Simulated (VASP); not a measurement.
Sn:

```
Sn
1.0
    -2.94014    2.94014    1.59930
     2.94014   -2.94014    1.59930
     2.94014    2.94014   -1.59930
Sn
2
Direct
  0.00000 0.00000 0.00000
  0.75000 0.25000 0.50000
```

| Property | Result |
| --- | --- |
| Program | VASP 6.6.1 |
| Task | relaxation of cell and atoms |
| Functional | PBEsol |
| Potentials or basis | VASP PAW PBE potentials, release 64 (Sn_d) |
| Cutoff | 600 eV |
| k mesh | 9 × 9 × 9 |
| Occupations | fermi-dirac, width 0.05 eV |
| Spin | no spin polarisation |

At the start: pressure -1.5 GPa; volume 27.65 Å³/atom.

Q: How do energy, volume and symmetry change on relaxing?

A: Over 7 steps the energy falls by 3.7 meV/atom and the volume is 26.87 Å³/atom (-2.8 %); space group I4_1/amd (No. 141, to 0.1 Å) before and after.

Step by step:
| step | energy change (eV) | largest force (eV/Å) | pressure (GPa) | volume (Å³) |
| --- | --- | --- | --- | --- |
| 1 | 0.0000 | 0.0000 | -1.45 | 55.30 |
| 2 | -0.0066 | 0.0000 | 0.50 | 53.32 |
| 3 | -0.0072 | 0.0000 | 0.01 | 53.77 |
| 4 | -0.0072 | 0.0000 | 0.06 | 53.74 |
| 5 | -0.0073 | 0.0000 | 0.05 | 53.74 |
| 6 | -0.0073 | 0.0000 | 0.04 | 53.74 |
| 7 | -0.0074 | 0.0000 | 0.04 | 53.74 |

Final structure:
```
Sn
1.0
    -2.91847    2.91847    1.57734
     2.91847   -2.91847    1.57734
     2.91847    2.91847   -1.57734
Sn
2
Direct
  0.00000 0.00000 0.00000
  0.75000 0.25000 0.50000
```

Caveat: the PAW data sets were made with another functional, which shifts forces and pressure a little.
